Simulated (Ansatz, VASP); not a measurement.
One calculation of Ir, two programs

Contents of INCAR:

```
SYSTEM = Ir
PREC     = Accurate       ! precision mode
ENCUT    = 520            ! plane-wave cutoff, eV
EDIFF    = 1E-7           ! SCF threshold, eV
ISMEAR   = -1             ! smearing method
SIGMA    = 0.05           ! smearing width, eV
LREAL    = .FALSE.        ! projectors in reciprocal space
LASPH    = .TRUE.         ! aspherical terms in the spheres
NELM     = 80             ! most SCF steps
ALGO     = Normal         ! electronic algorithm
ISIF     = 2              ! what is computed and relaxed
LWAVE    = .FALSE.        ! write WAVECAR
LCHARG   = .FALSE.        ! write CHGCAR
GGA      = PS             ! functional
NBANDS   = 10             ! bands
```

The input KPOINTS:

```
Automatic mesh
0
G
  12 12 12
  0 0 0
```

POSCAR

```
Ir
1.0
   -0.0090280000      1.9583660000      1.9389210000
    1.8983890000      0.0228980000      1.9069950000
    1.8996790000      1.9277290000      0.0216080000
Ir
1
Direct
   -0.0023390000     -0.0031610000     -0.0142520000
```

The input input.yaml:

```yaml
crystal:
  lattice:
    - [-0.009028, 1.958366, 1.938921]
    - [1.898389, 0.022898, 1.906995]
    - [1.899679, 1.927729, 0.021608]
  atoms:
    - { symbol: Ir, position: [-0.002339, -0.003161, -0.014252] }
hamiltonian:
  xc: pbesol
  pseudopotentials: { kind: paw }
kpoints:
  mp_grid: { grid: [12, 12, 12] }
scf:
  occupations: { method: fermi_dirac, width: 0.05 }
output:
  forces: true
  stress: true
  eigenvalues: true
```

Change from the starting cell: cell strained at random at fixed volume.

Alike in both runs: task single point; functional PBEsol; k mesh 12 × 12 × 12; occupations fermi-dirac, width 0.05 eV; no spin polarisation.

```csv
,VASP,Ansatz
version,VASP 6.6.1,Ansatz 0.2.0
potentials or method,"VASP PAW PBE potentials, release 64 (Ir)",Ansatz PAW
plane-wave cutoff (eV),520,420
valence electrons in the cell,9,17
```

```tsv
	VASP	Ansatz	Ansatz less VASP
gap on the k mesh at the Fermi level (eV)	none	none	-
pressure (GPa)	0.7	-0.3	-0.99
traceless stress, the component that is largest in VASP (GPa)	-8.31	-8.30	+0.011
```

VASP's potentials were made for PBE, not for PBEsol. A gap of «none» marks a metal or a gap that the smearing closes. VASP's potentials hold 9 valence electrons a cell and Ansatz's 17, so a difference there can come from the potentials and not from the codes.

Neither program's run includes spin-orbit coupling.
